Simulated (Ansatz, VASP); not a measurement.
# Mo2F3 in VASP and in Ansatz

Contents of INCAR:

```
SYSTEM = Mo2F3
PREC = Accurate
ENCUT = 520
EDIFF = 1E-6
ISMEAR = 0
SIGMA = 0.1
LREAL = .FALSE.
LASPH = .TRUE.
NELM = 150
ALGO = Normal
ISIF = 2
LWAVE = .FALSE.
LCHARG = .FALSE.
ISPIN = 2
MAGMOM = 1 1 0 0 0
LORBIT = 11
LMAXMIX = 4
GGA = PE
NBANDS = 36
```

File KPOINTS:

```
regular mesh
0
G
  4 4 4
  0 0 0
```

Contents of POSCAR:

```
Mo2F3
1.0
    4.1405031200      0.0000000000      0.0000000000
    0.0000000000      4.1405031200      0.0000000000
    0.0000000000      0.0000000000      4.1405031200
Mo F
2 3
Direct
    0.5000000000      0.5000000000      0.5000000000
    0.0000000000      0.0000000000      0.0000000000
    0.5000000000      0.0000000000      0.0000000000
    0.0000000000      0.5000000000      0.0000000000
    0.0000000000      0.0000000000      0.5000000000
```

Input for Ansatz:

```yaml
crystal:
  lattice:
    - [4.14050312, 0.0, 0.0]
    - [0.0, 4.14050312, 0.0]
    - [0.0, 0.0, 4.14050312]
  atoms:
    - { symbol: Mo, position: [0.5, 0.5, 0.5], spin: 1.0 }
    - { symbol: Mo, position: [0.0, 0.0, 0.0], spin: 1.0 }
    - { symbol: F, position: [0.5, 0.0, 0.0] }
    - { symbol: F, position: [0.0, 0.5, 0.0] }
    - { symbol: F, position: [0.0, 0.0, 0.5] }
basis:
  ecutwfc: 420
kpoints:
  mp_grid: { grid: [4, 4, 4] }
hamiltonian:
  xc: pbe
scf:
  occupations: { method: gaussian, width: 0.1 }
  lower_state_search: "off"
output:
  forces: true
  stress: true
  eigenvalues: true
  populations: true
magnetization:
  spin_polarized: true
```

Change from the starting cell: species swapped into the Tl2F3 type (Pm-3m, No. 221).

Alike in both runs: task single point; functional PBE; k mesh 4 × 4 × 4; occupations gaussian, width 0.1 eV; collinear spin.

|  | VASP | Ansatz |
| --- | --- | --- |
| version | VASP 6.6.1 | Ansatz 0.2.0 |
| potentials or method | VASP PAW PBE potentials, release 64 (Mo_sv, F), cutoff 520 eV | scalar-relativistic, plane waves, PAW |
| valence electrons in the cell | 49 | 49 |

```csv
,VASP,Ansatz,Ansatz less VASP
gap on the k mesh at the Fermi level (eV),none,none,-
pressure (GPa),12.9,12.8,-0.16
net moment per atom (μB),0.41,0.41,+0.001
size of the moment on the site where the two differ most (μB),2.52,1.67,-0.855
```

Site moments also hang on the region over which each program counts them. A gap of «none» marks a metal or a gap that the smearing closes. Ansatz's warnings: seeded moment not kept.

The k mesh is coarse, so the values compare programs but aren't converged.
